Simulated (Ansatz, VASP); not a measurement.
## Two plane-wave programs on Si3Se2

```xyz
5
Lattice="4.2189 0.0000 0.0000 -2.1095 3.6537 0.0000 0.0000 0.0000 6.4823" Properties=species:S:1:pos:R:3 pbc="T T T"
Si    2.1095    0.0000    0.0000
Si   -1.0547    1.8269    0.0000
Si    1.0547    1.8269    0.0000
Se    0.0000    2.4358    3.2412
Se    2.1095    1.2179    3.2412
```

Alike in both runs: task relaxation of cell and atoms; functional PBE; k mesh 4 × 4 × 3; occupations gaussian, width 0.2 eV; no spin polarisation.

|  | VASP | Ansatz |
| --- | --- | --- |
| version | VASP 6.6.1 | Ansatz 0.2.0 |
| potentials or method | VASP PAW PBE potentials, release 64 (Si, Se), cutoff 500 eV | scalar-relativistic, plane waves, PAW |
| valence electrons in the cell | 24 | 44 |

```tsv
	VASP	Ansatz	Ansatz less VASP
gap on the k mesh at the Fermi level, each at its own relaxed structure (eV)	none	none	-
relaxed volume (Å³/atom)	22.30	22.21	-0.091
relaxed cell length with the largest relative difference (Å)	5.104	5.096	-0.0082
```

A gap of «none» marks a metal or a gap that the smearing closes. VASP's potentials hold 24 valence electrons a cell and Ansatz's 44, so a difference there can come from the potentials and not from the codes.

The k mesh is coarse, so the values compare programs but aren't converged.
